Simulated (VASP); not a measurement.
Write the native input for VASP 6.6.1 that does the following.

```
Task                   : single point
Functional             : PBE
Potentials or basis    : VASP PAW PBE potentials, release 64 (Mo_sv, S)
Cutoff                 : 520 eV
k mesh                 : 8 × 8 × 2
Occupations            : methfessel-paxton, width 0.05 eV
Spin                   : no spin polarisation
Dipole correction      : no
Further INCAR settings : ALGO = Normal; EDIFF = 1e-06; NBANDS = 35
```

The structure of MoS2 lies in POSCAR:

```
MoS2
1.0
    3.2412821069      0.0000000000      0.0000000000
   -1.6206410534      2.8070331521      0.0000000000
    0.0000000000      0.0000000000     12.6050996167
Mo S
2 4
Direct
    0.3333333333      0.6666666667      0.2500000000
    0.6666666667      0.3333333333      0.7500000000
    0.3333333333      0.6666666667      0.6230000000
    0.6666666667      0.3333333333      0.1230000000
    0.3333333333      0.6666666667      0.8770000000
    0.6666666667      0.3333333333      0.3770000000
```

The input as run:

INCAR

```
SYSTEM = MoS2
  ALGO = Normal
  EDIFF = 1E-6
  ENCUT = 520
  GGA = PE
  ISIF = 2
  ISMEAR = 1
  LASPH = .True.
  LCHARG = .False.
  LREAL = .False.
  LWAVE = .False.
  NBANDS = 35
  NELM = 60
  PREC = Accurate
  SIGMA = 0.05
```

KPOINTS

```
k-points
0
Gamma
  8 8 2
  0 0 0
```

Potentials or basis: VASP PAW PBE potentials, release 64 (Mo_sv, S).

Launch:

```bash
$ cat potpaw_PBE.64/Mo_sv/POTCAR potpaw_PBE.64/S/POTCAR > POTCAR
$ mpirun -np 1 vasp_std > vasp.out
```

It gave:

| Property | Result |
| --- | --- |
| Pressure | -7.0 GPa |
| Largest force | 1.043 eV/Å |
| Band gap on the k mesh | 1.03 eV (least direct gap 1.76 eV) |

Caveat: the cell stands under tension; this functional lacks dispersion, which binds the layers, so the pressure and a relaxed spacing across them are unreliable; forces of over 1 eV/Å act on the atoms, so gaps and moduli don't describe the material at rest.

Run time: 74 s on 1 thread of Intel(R) Xeon(R) Platinum 8488C (Sapphire Rapids) (shared host), peak memory 0.24 GiB.
